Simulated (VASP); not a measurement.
Al, 1 atom in the cell. Symmetry: Fm-3m, No. 225, cubic system. The conventional cell has a = 4.014 Å, b = 4.014 Å, c = 4.014 Å, α = 90.00°, β = 90.00°, γ = 90.00°. Al (site symmetry m-3m) has 12 Al at 2.84 Å within 3.7 Å. 

| Item | Value |
| --- | --- |
| Program | VASP 6.6.1 |
| Task | single point |
| Functional | PBEsol |
| Potentials or basis | VASP PAW PBE potentials, release 64 (Al) |
| Cutoff | 520 eV |
| k mesh | 18 × 18 × 18 |
| Occupations | methfessel-paxton, width 0.05 eV |
| Spin | no spin polarisation |
| Dipole correction | no |
| Further INCAR settings | ALGO = Normal; EDIFF = 1e-07; NBANDS = 8 |

Potentials or basis: VASP PAW PBE potentials, release 64 (Al).

Command:

```bash
$ cat potpaw_PBE.64/Al/POTCAR > POTCAR
$ mpirun -np 1 vasp_std > vasp.out
```

Hardware: 1 thread of AMD EPYC 7R43 64-Core Processor (Zen 3) (shared host).

Question: Estimate the wall time of this run.

Answer: It took 20 s on 1 thread of AMD EPYC 7R43 64-Core Processor (Zen 3) (shared host), peak memory 0.11 GiB. Counts: scf iterations 11, k points 195.
